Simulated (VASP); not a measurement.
Hg:

```
Hg
1.0
    -1.79341    1.79341    1.79341
     1.79341   -1.79341    1.79341
     1.79341    1.79341   -1.79341
Hg
1
Direct
  0.00000 0.00000 0.00000
```

```yaml
Program: VASP 6.6.1
Task: relaxation of cell and atoms
Functional: PBEsol
Potentials_or_basis: VASP PAW PBE potentials, release 64 (Hg)
Cutoff: 500 eV
k_mesh: 12 × 12 × 12
Occupations: fermi-dirac, width 0.1 eV
Spin: no spin polarisation
```

At the start: pressure 1.8 GPa; volume 23.07 Å³/atom.

Q: How do energy, volume and symmetry change on relaxing?

A: Over 3 steps the energy falls by 5.2 meV/atom and the volume is 24.08 Å³/atom (+4.4 %); space group Im-3m (No. 229, to 0.1 Å) before and after.

The path:
```csv
step,energy change (eV),largest force (eV/Å),pressure (GPa),volume (Å³)
1,0.0000,0.0000,1.75,23.07
2,-0.0051,0.0000,0.23,23.92
3,-0.0052,0.0000,0.00,24.08
```

Final structure:
```xyz
1
Lattice="-1.8192 1.8192 1.8192 1.8192 -1.8192 1.8192 1.8192 1.8192 -1.8192" Properties=species:S:1:pos:R:3 pbc="T T T"
Hg    0.0000    0.0000    0.0000
```

Caveat: the PAW data sets were made with another functional, which shifts forces and pressure a little.
